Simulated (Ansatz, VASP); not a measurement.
# One calculation of Rb, two programs

```
CELL_PARAMETERS angstrom
-2.80250 2.80250 2.80250
2.80250 -2.80250 2.80250
2.80250 2.80250 -2.80250
ATOMIC_POSITIONS crystal
Rb 0.00691 0.01550 0.01348
```

Alike in both runs: task single point; functional PBE; k mesh 5 × 5 × 5; occupations methfessel-paxton of order 1, width 0.1 eV; no spin polarisation.

```csv
,VASP,Ansatz
version,VASP 6.6.1,Ansatz 0.2.0
potentials or method,"VASP PAW PBE potentials, release 64 (Rb_sv)","plane waves, PAW"
plane-wave cutoff (eV),520,420
valence electrons in the cell,9,9
```

```csv
,VASP,Ansatz,Ansatz less VASP
pressure (GPa),0.1,0.1,0.00
```

The functional is the same, so the differences come from potentials, cutoffs and numerics.
